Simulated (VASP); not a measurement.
Here is a VASP 6.6.1 calculation.

INCAR

```
PREC = Accurate
ENCUT = 600
EDIFF = 1E-7
ISMEAR = -1
SIGMA = 0.02
LREAL = False
LASPH = True
NELM = 60
ALGO = Normal
ISIF = 3
LWAVE = False
LCHARG = False
GGA = PE
IBRION = 2
NSW = 80
EDIFFG = -0.005
```

File KPOINTS:

```
Automatic mesh
0
Gamma
  8 8 8
```

File POSCAR:

```
SnSe
1.0
    3.3101765693      0.0000000000      0.0000000000
    0.0000000000      3.3101765693      0.0000000000
    0.0000000000      0.0000000000      3.3101765693
Sn Se
1 1
Direct
    0.0000000000      0.0000000000      0.0000000000
    0.5000000000      0.5000000000      0.5000000000
```

Potentials or basis: VASP PAW PBE potentials, release 64 (Sn_d, Se).

Command:

```sh
$ cat potpaw_PBE.64/Sn_d/POTCAR potpaw_PBE.64/Se/POTCAR > POTCAR
$ mpirun -np 1 vasp_std > vasp.out
```

(1) Predict the space group after relaxing (to 0.05 Å).

(2) What does it give for the relaxed volume?

(3) Predict the band gap on the k mesh.

(4) What does it give for the relaxed cell?

## Answers

(1) Pm-3m (No. 221).

(2) 25.06 Å³/atom.

(3) zero (band 10 reaches 6.36 eV, above the bottom of band 11 at 5.09 eV).

(4) a = 3.687 Å, b = 3.687 Å, c = 3.687 Å, α = 90.00°, β = 90.00°, γ = 90.00°.

Caveat: the volume moved by over 15 % at a fixed basis, so the end points are rough; spin-orbit coupling is left out, which moves the levels of the heavy elements.
